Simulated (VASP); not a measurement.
Here is a VASP 6.6.1 calculation.

The input INCAR:

```
  PREC = Accurate
  ENCUT = 520
  EDIFF = 1E-7
  ISMEAR = 0
  SIGMA = 0.1
  LREAL = F
  LASPH = T
  NELM = 60
  ALGO = Normal
  ISIF = 2
  LWAVE = F
  LCHARG = F
  GGA = PE
  NBANDS = 16
```

Contents of KPOINTS:

```
regular mesh
0
Gamma
  6 6 4
```

The input POSCAR:

```
CdP
1.0
    3.0266388039      0.0000000000      0.0000000000
   -1.5133194019      2.6211460922      0.0000000000
    0.0000000000      0.0000000000      4.8652456503
Cd P
1 1
Direct
    0.6666666667      0.3333333333      0.0000000000
    0.0000000000      0.0000000000      0.5000000000
```

Potentials or basis: VASP PAW PBE potentials, release 64 (Cd, P).

Command:

```bash
$ cat potpaw_PBE.64/Cd/POTCAR potpaw_PBE.64/P/POTCAR > POTCAR
$ mpirun -np 1 vasp_std > vasp.out
```

Estimate the pressure.

0.2 GPa.

What does it give for the band gap on the k mesh?

Zero (an odd number of electrons rules out a gap without spin polarisation).

Stress tensor (GPa, compression positive):
```
0.10 0.00 0.00
0.00 0.10 0.00
0.00 0.00 0.32
```

Caveat: the k points lie up to 0.40 Å⁻¹ apart, too coarse for converged energies and pressures of a metal.
